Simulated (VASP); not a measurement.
A run of VASP 6.6.1 is set up as follows.

INCAR

```
SYSTEM = CuO
ALGO = Normal
EDIFF = 1E-7
ENCUT = 520
GGA = RP
ISIF = 2
ISMEAR = -1
LASPH = .True.
LCHARG = .False.
LREAL = .False.
LWAVE = .False.
NBANDS = 25
NELM = 60
PREC = Accurate
SIGMA = 0.05
```

The input KPOINTS:

```
k-points
0
Gamma
  10 10 5
  0 0 0
```

POSCAR

```
CuO
1.0
    2.3289133814     -1.7019001459      0.0000000000
    2.3289133814      1.7019001459      0.0000000000
   -0.8547742332      0.0000000000      5.0254824872
Cu O
2 2
Direct
    0.0032000000      0.4968000000      0.0000000000
    0.4968000000      0.0032000000      0.5000000000
    0.5714000000      0.4056000000      0.2537000000
    0.4056000000      0.5714000000      0.7537000000
```

Potentials or basis: VASP PAW PBE potentials, release 64 (Cu, O).

Launch:

```bash
$ cat potpaw_PBE.64/Cu/POTCAR potpaw_PBE.64/O/POTCAR > POTCAR
$ mpirun -np 1 vasp_std > vasp.out
```

**Question.** What does it give for the band gap on the k mesh?

**Answer.** Zero (band 17 reaches 6.41 eV, above the bottom of band 18 at 5.81 eV).

**Question.** Estimate the pressure.

**Answer.** 16.1 GPa.

Forces on the atoms (eV/Å):
```
Cu  -0.718  0.415  0.286
Cu  -0.718 -0.415  0.286
O    0.718  0.129 -0.286
O    0.718 -0.129 -0.286
```

Caveat: the PAW data sets were made with another functional, which shifts forces and pressure a little; semilocal functionals often make such compounds metallic where correlation or magnetic order opens a gap, which also shifts bond lengths. With open d or f shells a metallic result of RPBE can be an artefact of self-interaction; +U or a hybrid may open a gap.
